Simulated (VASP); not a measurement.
Set up this calculation in VASP 6.6.1, as the native input.

* Task: single point
* Functional: LDA
* Potentials or basis: VASP PAW LDA potentials, release 64 (Os)
* Cutoff: 520 eV
* k mesh: 20 × 20 × 12
* Occupations: fermi-dirac, width 0.05 eV
* Spin: no spin polarisation
* Dipole correction: no
* Further INCAR settings: ALGO = Normal; EDIFF = 1e-07; NBANDS = 15

The structure of Os lies in POSCAR:

```
Os
1.0
    2.7082030146      0.0000000000      0.0000000000
   -1.3541015073      2.3453726092      0.0000000000
    0.0000000000      0.0000000000      4.2755103225
Os
2
Direct
    0.3333333333      0.6666666667      0.2500000000
    0.6666666667      0.3333333333      0.7500000000
```

The input as run:

INCAR

```
ALGO = Normal
EDIFF = 1E-7
ENCUT = 520
GGA = CA
ISIF = 2
ISMEAR = -1
LASPH = True
LCHARG = True
LELF = True
LREAL = False
LVHAR = True
LWAVE = False
NBANDS = 15
NELM = 80
PREC = Accurate
SIGMA = 0.05
```

KPOINTS

```
k-points
0
Gamma
  20 20 12
```

Potentials or basis: VASP PAW LDA potentials, release 64 (Os).

Launch:

```console
$ cat potpaw_LDA.64/Os/POTCAR > POTCAR
$ mpirun -np 1 vasp_std > vasp.out
```

Results of the run:

```
Pressure               : 5.1 GPa
Band gap on the k mesh : zero (bands 8 and 9 overlap by 4.14 eV)
```

Caveat: the cell stands under pressure; spin-orbit coupling is left out, which moves the levels of the heavy elements.

Wall time 53 s on 1 thread of Intel(R) Xeon(R) Platinum 8488C (Sapphire Rapids), on a shared host, peak memory 0.21 GiB.
